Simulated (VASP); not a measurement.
# Fe3Ge (Pm-3m) in VASP: a series of runs

Runs on Fe3Ge. Level: PBEsol. Tasks: single point.

Everything below comes from runs of VASP 6.6.1. Logs are shortened: lines on timing, memory, paths and dates and some standing lists are left out, and cuts for length are marked.

**1. The cell of the first run**

Symmetry: Pm-3m, No. 221, cubic system. The conventional cell has a = 3.661 Å, b = 3.661 Å, c = 3.661 Å, α = 90.00°, β = 90.00°, γ = 90.00°. Fe (site symmetry 4/mmm) has 8 Fe at 2.59 Å and 4 Ge at 2.59 Å within 3.4 Å. Ge (site symmetry m-3m) has 12 Fe at 2.59 Å within 3.4 Å.

**2. Single point, PBEsol**

INCAR

```
SYSTEM = Fe3Ge
PREC = Accurate
ENCUT = 600
EDIFF = 1E-6
ISMEAR = 0
SIGMA = 0.1
LREAL = .False.
LASPH = .True.
NELM = 120
ALGO = Normal
ISIF = 2
LWAVE = .False.
LCHARG = .False.
GGA = PS
NBANDS = 27
GGA_COMPAT = .False.
```

KPOINTS

```
Automatic mesh
0
Gamma
  12 12 12
  0 0 0
```

POSCAR

```
Fe3Ge
1.0
    3.6605005200      0.0000000000      0.0000000000
    0.0000000000      3.6605005200      0.0000000000
    0.0000000000      0.0000000000      3.6605005200
Fe Ge
3 1
Direct
    0.0000000000      0.5000000000      0.5000000000
    0.5000000000      0.5000000000      0.0000000000
    0.5000000000      0.0000000000      0.5000000000
    0.0000000000      0.0000000000      0.0000000000
```

Potentials or basis: VASP PAW PBE potentials, release 64 (Fe, Ge_d).

Started as:

```bash
cat potpaw_PBE.64/Fe/POTCAR potpaw_PBE.64/Ge_d/POTCAR > POTCAR
mpirun -np 1 vasp_std > vasp.out
```

OUTCAR:

```text
SYSTEM = Fe3Ge
   PREC = Accurate
   ENCUT = 600
   EDIFF = 1E-6
   ISMEAR = 0
   LREAL = .False.
   LASPH = .True.
   NELM = 120
   ISIF = 2
   GGA = PS

 ion  position               nearest neighbor table
   1  0.000  0.500  0.500-   2 2.59   3 2.59   4 2.59   2 2.59   4 2.59   3 2.59   4 2.59   4 2.59
                             2 2.59   3 2.59   2 2.59   3 2.59
   2  0.500  0.500  0.000-   1 2.59   3 2.59   4 2.59   1 2.59   3 2.59   3 2.59   4 2.59   3 2.59
                             1 2.59   4 2.59   1 2.59   4 2.59
   3  0.500  0.000  0.500-   1 2.59   2 2.59   4 2.59   2 2.59   4 2.59   1 2.59   2 2.59   2 2.59
                             1 2.59   4 2.59   4 2.59   1 2.59
   4  0.000  0.000  0.000-   1 2.59   2 2.59   3 2.59   1 2.59   3 2.59   1 2.59   2 2.59   1 2.59
                             2 2.59   3 2.59   3 2.59   2 2.59

  LATTYP: Found a simple cubic cell.
 ALAT       =     3.6605005200

  Lattice vectors:

 A1 = (   3.6605005200,   0.0000000000,   0.0000000000)
 A2 = (   0.0000000000,   3.6605005200,   0.0000000000)
 A3 = (   0.0000000000,   0.0000000000,   3.6605005200)

Analysis of symmetry for initial positions (statically):
=====================================================================
 Subroutine PRICEL returns:
 Original cell was already a primitive cell.

 Routine SETGRP: Setting up the symmetry group for a
 simple cubic supercell.

 Subroutine GETGRP returns: Found 48 space group operations
 (whereof 48 operations were pure point group operations)
 out of a pool of 48 trial point group operations.

The static configuration has the point symmetry O_h .

Analysis of symmetry for dynamics (positions and initial velocities):
=====================================================================
 Subroutine PRICEL returns:
 Original cell was already a primitive cell.

 Routine SETGRP: Setting up the symmetry group for a
 simple cubic supercell.

 Subroutine GETGRP returns: Found 48 space group operations
 (whereof 48 operations were pure point group operations)
 out of a pool of 48 trial point group operations.

The dynamic configuration has the point symmetry O_h .

 Subroutine INISYM returns: Found 48 space group operations
 (whereof 48 operations are pure point group operations),
 and found     1 'primitive' translations

----------------------------------------------------------------------------------------

                                     Primitive cell

  volume of cell :      49.0480

  direct lattice vectors                    reciprocal lattice vectors
     3.660500520  0.000000000  0.000000000     0.273186684  0.000000000  0.000000000
     0.000000000  3.660500520  0.000000000     0.000000000  0.273186684  0.000000000
     0.000000000  0.000000000  3.660500520     0.000000000  0.000000000  0.273186684

  length of vectors
     3.660500520  3.660500520  3.660500520     0.273186684  0.273186684  0.273186684

  position of ions in fractional coordinates (direct lattice)
     0.000000000  0.500000000  0.500000000
     0.500000000  0.500000000  0.000000000
     0.500000000  0.000000000  0.500000000
     0.000000000  0.000000000  0.000000000

  ion indices of the primitive-cell ions
   primitive index   ion index
                 1           1
                 2           2
                 3           3
                 4           4

----------------------------------------------------------------------------------------

 KPOINTS: Automatic mesh

Automatic generation of k-mesh.
 Grid dimensions read from file:
 generate k-points for:   12   12   12

 Generating k-lattice:

  Cartesian coordinates                     Fractional coordinates (reciprocal lattice)
     0.022765557  0.000000000  0.000000000     0.083333333  0.000000000  0.000000000
     0.000000000  0.022765557  0.000000000     0.000000000  0.083333333  0.000000000
     0.000000000  0.000000000  0.022765557     0.000000000  0.000000000  0.083333333

  Length of vectors
     0.022765557  0.022765557  0.022765557

  Shift w.r.t. Gamma in fractional coordinates (k-lattice)
     0.000000000  0.000000000  0.000000000

 Subroutine IBZKPT returns following result:
 ===========================================

 Found     84 irreducible k-points:

 Following reciprocal coordinates:
            Coordinates               Weight
  0.000000  0.000000  0.000000      1.000000
  0.083333  0.000000  0.000000      6.000000
  0.166667  0.000000  0.000000      6.000000
  0.250000  0.000000  0.000000      6.000000
  0.333333  0.000000  0.000000      6.000000
  0.416667  0.000000  0.000000      6.000000
[... 16 lines left out ...]
  0.333333  0.333333  0.000000     12.000000
  0.416667  0.333333  0.000000     24.000000
 [... further k-points ...]
   k-points           NKPTS =     84   k-points in BZ     NKDIM =     84   number of bands    NBANDS=     27
   number of dos      NEDOS =    301   number of ions     NIONS =      4
   total plane-waves  NPLWV =  27000
   dimension x,y,z NGX =    30 NGY =   30 NGZ =   30
   dimension x,y,z NGXF=    60 NGYF=   60 NGZF=   60
   ions per type =               3   1
   NGX,Y,Z   is equivalent  to a cutoff of  13.62, 13.62, 13.62 a.u.
   NGXF,Y,Z  is equivalent  to a cutoff of  27.25, 27.25, 27.25 a.u.
 SYSTEM =  Fe3Ge
   PREC   = accura    normal or accurate (medium, high low for compatibility)
   ISTART =      0    job   : 0-new  1-cont  2-samecut
   ICHARG =      2    charge: 1-file 2-atom 10-const
   ISPIN  =      1    spin polarized calculation?
   LNONCOLLINEAR =      F non collinear calculations
   LSORBIT =      F    spin-orbit coupling
   LASPH  =      T    aspherical Exc in radial PAW
   ENCUT  =  600.0 eV  44.10 Ry    6.64 a.u.   7.31  7.31  7.31*2*pi/ulx,y,z
   NELM   =    120;   NELMIN=  2; NELMDL= -5     # of ELM steps
   EDIFF  = 0.1E-05   stopping-criterion for ELM
   LREAL  =      F    real-space projection
   EDIFFG = 0.1E-04   stopping-criterion for IOM
   NSW    =      0    number of steps for IOM
   IBRION =     -1    ionic relax: 0-MD 1-quasi-New 2-CG
   NFREE  =      0    steps in history (QN), initial steepest desc. (CG)
   ISIF   =      2    stress and relaxation
   ISYM   =      2    0-nonsym 1-usesym 2-fastsym
   POTIM  = 0.5000    time-step for ionic-motion
   TEBEG  =    0.0;   TEEND  =   0.0 temperature during run
   PSTRESS=    0.0 pullay stress
   NELECT =      38.0000    total number of electrons
   NUPDOWN=      -1.0000    fix difference up-down
   EMIN   =  10.00;   EMAX   =-10.00  energy-range for DOS
   EFERMI =   0.00;   METHOD = LEGACY
   ISMEAR =     0;   SIGMA  =   0.10  broadening in eV -4-tet -1-fermi 0-gaus
   EFERMI_NEDOS =   21; number of points for ismear=-14 and -15
   IALGO  =     38    algorithm
   IMIX   =      4    mixing-type and parameters
     AMIX     =   0.40;   BMIX     =  1.00
     AMIX_MAG =   1.60;   BMIX_MAG =  1.00
  volume/ion in A,a.u.               =      12.26        82.75
  Fermi-wavevector in a.u.,A,eV,Ry     =   1.503588  2.841370 30.759742  2.260777
  Thomas-Fermi vector in A             =   2.614679
   LORBIT       =      0    0 simple, 1 ext, 2 COOP (PROOUT), +10 PAW based schemes
   GGA     = PS    functional components
   LHFCALC =     F    Hartree Fock is set to
   AEXX    =    0.0000 exact exchange contribution
   IVDW    =     0    specifies the selected vdW correction
   LEPSILON=     F    determine dielectric tensor
   LRPA    =     F    only Hartree local field effects (RPA)
 non-spin polarized calculation
 Gauss-broadening in eV      SIGMA  =   0.10
  energy-cutoff  :      600.00
  volume of cell :       49.05
 maximum number of plane-waves:      1666
 NGX is ok and might be reduce to    30
   NGX = 15   NGY = 15   NGZ = 15

 number of electron      38.0000012 magnetization

 Free energy of the ion-electron system (eV)
  ---------------------------------------------------
  ext. energy  EPLUGINS =         0.00000000
  ---------------------------------------------------
  free energy    TOTEN  =       -30.82868150 eV

  energy without entropy =      -30.76360927  energy(sigma->0) =      -30.79614539

 E-fermi :   6.5776     XC(G=0): -13.1131

 val. band max:        6.5736366269   @ k =   0.5000   0.5000   0.2500
 cond. band min:       6.5797344833   @ k =   0.4167   0.2500   0.1667
 fundamental gap:      0.0060978565
 Fermi energy:         6.5775531504

 k-point     1 :       0.0000    0.0000    0.0000
  band No.  band energies     occupation
      1     -17.7288      2.00000
      2     -17.7288      2.00000
      3     -17.7218      2.00000
      4     -17.7218      2.00000
      5     -17.7218      2.00000
      6      -5.0002      2.00000
[... 19 lines left out ...]
     26      14.1882      0.00000
     27      14.1882      0.00000

 k-point     2 :       0.0833    0.0000    0.0000
  band No.  band energies     occupation
      1     -17.7286      2.00000
      2     -17.7276      2.00000
      3     -17.7217      2.00000
      4     -17.7217      2.00000
      5     -17.7217      2.00000
      6      -4.9286      2.00000
[... 19 lines left out ...]
     26      14.1706      0.00000
     27      14.3489      0.00000

 k-point     3 :       0.1667    0.0000    0.0000
  band No.  band energies     occupation
      1     -17.7279      2.00000
      2     -17.7242      2.00000
      3     -17.7215      2.00000
      4     -17.7215      2.00000
      5     -17.7215      2.00000
      6      -4.7182      2.00000
[... 19 lines left out ...]
     26      14.1187      0.00000
     27      14.7533      0.00000

 k-point     4 :       0.2500    0.0000    0.0000
  band No.  band energies     occupation
      1     -17.7270      2.00000
      2     -17.7213      2.00000
      3     -17.7212      2.00000
      4     -17.7212      2.00000
      5     -17.7195      2.00000
      6      -4.3850      2.00000
[... 19 lines left out ...]
     26      14.0380      0.00000
     27      14.8255      0.00000

 k-point     5 :       0.3333    0.0000    0.0000
  band No.  band energies     occupation
      1     -17.7261      2.00000
      2     -17.7211      2.00000
      3     -17.7210      2.00000
      4     -17.7210      2.00000
      5     -17.7148      2.00000
      6      -3.9681      2.00000
[... 19 lines left out ...]
     26      13.9444      0.00000
     27      14.1783      0.00000

 k-point     6 :       0.4167    0.0000    0.0000
  band No.  band energies     occupation
      1     -17.7255      2.00000
      2     -17.7210      2.00000
      3     -17.7208      2.00000
      4     -17.7208      2.00000
      5     -17.7114      2.00000
      6      -3.5635      2.00000
[... 444 lines left out ...]
      1     -17.7249      2.00000
      2     -17.7207      2.00000
      3     -17.7206      2.00000
      4     -17.7203      2.00000
      5     -17.7072      2.00000
      6      -3.0882      2.00000
[... 19 lines left out ...]
     26      12.4484      0.00000
     27      14.2560      0.00000

 k-point    22 :       0.5000    0.2500    0.0000
  band No.  band energies     occupation
      1     -17.7251      2.00000
      2     -17.7207      2.00000
      3     -17.7206      2.00000
      4     -17.7202      2.00000
      5     -17.7061      2.00000
      6      -2.9295      2.00000
[... 19 lines left out ...]
     26      12.4281      0.00000
     27      13.8581      0.00000

 k-point    23 :       0.3333    0.3333    0.0000
  band No.  band energies     occupation
      1     -17.7259      2.00000
      2     -17.7208      2.00000
      3     -17.7205      2.00000
      4     -17.7194      2.00000
      5     -17.7069      2.00000
      6      -3.0994      2.00000
[... 19 lines left out ...]
     26      12.5693      0.00000
     27      15.4362      0.00000

 k-point    24 :       0.4167    0.3333    0.0000
  band No.  band energies     occupation
      1     -17.7269      2.00000
      2     -17.7206      2.00000
      3     -17.7205      2.00000
      4     -17.7188      2.00000
      5     -17.7042      2.00000
      6      -2.7839      2.00000
[... 19 lines left out ...]
     26      12.5991      0.00000
     27      14.8830      0.00000

 [... further k-points ...]

------------------------ aborting loop because EDIFF is reached ----------------------------------------

  FORCE on cell =-STRESS in cart. coord.  units (eV):
  Direction    XX          YY          ZZ          XY          YZ          ZX
  --------------------------------------------------------------------------------------
  -------------------------------------------------------------------------------------
  Total       -7.4932482     -7.4932482     -7.4932482     -0.0000000      0.0000000     -0.0000000
  in kB     -244.7706156   -244.7706156   -244.7706156     -0.0000000      0.0000000     -0.0000000
  external PRESSURE =    -244.7706156 kB  Pullay stress =       0.0000000 kB

 VOLUME and BASIS-vectors are now :
 -----------------------------------------------------------------------------
  energy-cutoff  :      600.00
  volume of cell :       49.05
      direct lattice vectors                 reciprocal lattice vectors
     3.660500520  0.000000000  0.000000000     0.273186684  0.000000000  0.000000000
     0.000000000  3.660500520  0.000000000     0.000000000  0.273186684  0.000000000
     0.000000000  0.000000000  3.660500520     0.000000000  0.000000000  0.273186684

 POSITION                                       TOTAL-FORCE (eV/Angst)
 -----------------------------------------------------------------------------------
      0.00000      1.83025      1.83025         0.000000      0.000000      0.000000
      1.83025      1.83025      0.00000         0.000000      0.000000      0.000000
      1.83025      0.00000      1.83025         0.000000      0.000000      0.000000
      0.00000      0.00000      0.00000         0.000000      0.000000      0.000000
 -----------------------------------------------------------------------------------
    total drift:                                0.000000      0.000000     -0.000000

  FREE ENERGIE OF THE ION-ELECTRON SYSTEM (eV)
  ---------------------------------------------------
  free  energy   TOTEN  =       -30.8286815037 eV

  energy  without entropy=      -30.7636092667  energy(sigma->0) =      -30.79614539
```

It took 3.1 min on 1 thread of Oxide Virtual Turin-like, shared host; peak memory 0.23 GiB.

Results:

```
Free energy            : -30.8287 eV
Pressure               : -24.5 GPa
Band gap on the k mesh : zero (bands 19 and 20 overlap by 0.49 eV)
```

Levels at points of the mesh, in eV from the Fermi level:
| k point | band 17 | band 18 | band 19 | band 20 | band 21 | band 22 |
| --- | --- | --- | --- | --- | --- | --- |
| (0.00, 0.00, 0.00) | -0.47 | -0.47 | 0.34 | 0.34 | 0.86 | 1.10 |
| (0.50, 0.00, 0.00) | -0.45 | -0.37 | -0.37 | -0.15 | 0.43 | 1.10 |
| (0.50, 0.50, 0.00) | -0.55 | -0.53 | -0.39 | -0.04 | 0.01 | 0.03 |
| (0.50, 0.50, 0.50) | -0.52 | -0.52 | -0.12 | -0.12 | 0.00 | 0.88 |

Caveat: the cell stands under tension; the PAW data sets were made with another functional, which shifts forces and pressure a little; the run has no spin polarisation, though such a crystal can be magnetic. Spin polarisation is off, so any magnetic state and its effect on volume and gap are missing.

**3. Single point, PBEsol, collinear spin, ferromagnetic start**

INCAR

```
SYSTEM = Fe3Ge
PREC = Accurate ; ENCUT = 600
EDIFF = 1E-6 ; ISMEAR = 0
SIGMA = 0.1 ; LREAL = .False.
LASPH = .True. ; NELM = 200
ALGO = Normal ; ISIF = 2
LWAVE = .False. ; LCHARG = .False.
ISPIN = 2 ; MAGMOM = 4 4 4 0
LORBIT = 11 ; LMAXMIX = 4
GGA = PS ; NBANDS = 31
GGA_COMPAT = .False.
```

KPOINTS is that of step 2.

POSCAR is that of step 2.

Potentials or basis: VASP PAW PBE potentials, release 64 (Fe, Ge_d).

Started as:

```bash
cat potpaw_PBE.64/Fe/POTCAR potpaw_PBE.64/Ge_d/POTCAR > POTCAR
mpirun -np 1 vasp_std > vasp.out
```

Wall time 5.9 min (1 thread of Oxide Virtual Turin-like, shared host); peak memory 0.32 GiB.

The run converged. Its results:

* Free energy: -32.1296 eV
* Pressure: -11.2 GPa
* Net moment: 6.46 μB per cell
* Site moments: Fe +2.19; Ge -0.14 μB
* Valence electrons inside the program's atomic spheres: Fe 7.21; Ge 12.46

Levels at points of the mesh, in eV from the Fermi level:
Spin up:
```csv
k point,band 19,band 20,band 21,band 22,band 23,band 24,band 25,band 26
"(0.00, 0.00, 0.00)",-1.20,-1.20,-0.72,-0.36,-0.36,-0.36,2.96,6.54
"(0.50, 0.00, 0.00)",-1.86,-1.74,-1.27,-0.36,3.02,3.02,3.78,5.34
"(0.50, 0.50, 0.00)",-1.83,-1.80,-1.63,-1.40,0.23,0.23,4.92,5.52
"(0.50, 0.50, 0.50)",-1.89,-1.89,-0.66,-0.62,-0.62,-0.62,-0.14,4.04
```
Spin down:
```csv
k point,band 14,band 15,band 16,band 17,band 18,band 19
"(0.00, 0.00, 0.00)",-1.14,-1.14,0.17,0.17,0.17,1.28
"(0.50, 0.00, 0.00)",-1.03,-0.62,-0.34,0.16,0.16,0.36
"(0.50, 0.50, 0.00)",-0.88,-0.88,-0.08,0.17,0.17,0.21
"(0.50, 0.50, 0.50)",-0.89,-0.89,-0.42,0.32,0.32,0.32
```

Caveat: the cell stands under tension; the PAW data sets were made with another functional, which shifts forces and pressure a little.

**4. Single point, PBEsol, collinear spin, ferromagnetic start**

INCAR

```
SYSTEM = Fe3Ge
ALGO = Normal ; EDIFF = 1E-6
ENCUT = 600 ; GGA = PS
GGA_COMPAT = .FALSE. ; ISIF = 2
ISMEAR = 0 ; ISPIN = 2
LASPH = .TRUE. ; LCHARG = .FALSE.
LMAXMIX = 4 ; LORBIT = 11
LREAL = .FALSE. ; LWAVE = .FALSE.
MAGMOM = 0.5 0.5 0.5 0 ; NBANDS = 31
NELM = 200 ; PREC = Accurate
SIGMA = 0.1
```

KPOINTS

```
k-points
0
G
  12 12 12
  0 0 0
```

POSCAR is that of step 3.

Started as:

```bash
cat potpaw_PBE.64/Fe/POTCAR potpaw_PBE.64/Ge_d/POTCAR > POTCAR
mpirun -np 1 vasp_std > vasp.out
```

It took 9.8 min on 1 thread of Oxide Virtual Turin-like, shared host; peak memory 0.32 GiB.

The run converged. Its results:

| Property | Result |
| --- | --- |
| Free energy | -32.1296 eV |
| Pressure | -11.2 GPa |
| Net moment | 6.45 μB per cell |
| Site moments | Fe +2.19; Ge -0.14 μB |
| Valence electrons inside the program's atomic spheres | Fe 7.21; Ge 12.46 |

Levels at points of the mesh, in eV from the Fermi level:
Spin up:
| k point | band 18 | band 19 | band 20 | band 21 | band 22 | band 23 | band 24 | band 25 | band 26 | band 27 |
| --- | --- | --- | --- | --- | --- | --- | --- | --- | --- | --- |
| (0.00, 0.00, 0.00) | -1.20 | -1.20 | -1.20 | -0.72 | -0.36 | -0.36 | -0.36 | 2.96 | 6.54 | 6.54 |
| (0.50, 0.00, 0.00) | -1.86 | -1.86 | -1.74 | -1.27 | -0.36 | 3.02 | 3.02 | 3.78 | 5.34 | 5.34 |
| (0.50, 0.50, 0.00) | -2.03 | -1.83 | -1.80 | -1.63 | -1.40 | 0.23 | 0.23 | 4.92 | 5.52 | 8.06 |
| (0.50, 0.50, 0.50) | -2.22 | -1.89 | -1.89 | -0.66 | -0.62 | -0.62 | -0.62 | -0.14 | 4.04 | 4.04 |
Spin down:
| k point | band 12 | band 13 | band 14 | band 15 | band 16 | band 17 | band 18 | band 19 | band 20 | band 21 |
| --- | --- | --- | --- | --- | --- | --- | --- | --- | --- | --- |
| (0.00, 0.00, 0.00) | -2.40 | -1.14 | -1.14 | -1.14 | 0.17 | 0.17 | 0.17 | 1.28 | 1.28 | 1.44 |
| (0.50, 0.00, 0.00) | -1.71 | -1.03 | -1.03 | -0.62 | -0.34 | 0.16 | 0.16 | 0.36 | 0.38 | 1.33 |
| (0.50, 0.50, 0.00) | -1.56 | -1.56 | -0.88 | -0.88 | -0.08 | 0.17 | 0.17 | 0.21 | 0.54 | 0.60 |
| (0.50, 0.50, 0.50) | -3.35 | -0.89 | -0.89 | -0.89 | -0.42 | 0.32 | 0.32 | 0.32 | 0.60 | 0.60 |

Caveat: the cell stands under tension; the PAW data sets were made with another functional, which shifts forces and pressure a little.
